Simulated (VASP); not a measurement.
Runs of VASP 6.6.1 on BN. The structure is that of space group P-6m2 (No. 187), or close to it. The cells are those of the table. 

| cell | gap on the mesh (eV) |
| --- | --- |
| atoms relaxed from a = 2.459, b = 2.459, c = 26.000 Å, angles 90.0, 90.0, 60.0°, 2 atoms | 4.82 |
| atoms relaxed from a = 2.634, b = 2.541, c = 26.000 Å, angles 90.0, 90.0, 58.8°, 2 atoms | (b) |
| atoms relaxed from a = 2.408, b = 2.408, c = 26.000 Å, angles 90.0, 90.0, 60.0°, 2 atoms | 4.75 |
| atoms relaxed from a = 2.559, b = 2.559, c = 26.000 Å, angles 90.0, 90.0, 60.0°, 2 atoms | (a) |
| atoms relaxed from a = 2.559, b = 2.521, c = 26.000 Å, angles 90.0, 90.0, 59.5°, 2 atoms | 4.85 |
| atoms relaxed from a = 2.509, b = 2.603, c = 26.000 Å, angles 90.0, 90.0, 61.2°, 2 atoms | 4.56 |

Alike in all rows: task relaxation of the atoms; level PBE+D3(BJ); potentials or basis VASP PAW PBE potentials, release 64 (B, N); no spin polarisation; k mesh 10 × 10 × 1; cutoff (eV) 520; smearing gaussian 0.02 eV.

Estimate the missing entries.

(a) 4.83; (b) 4.69.

Caveats: the relaxation stopped at its first step, so nothing moved (at least some runs).

A k mesh can miss the band edges.
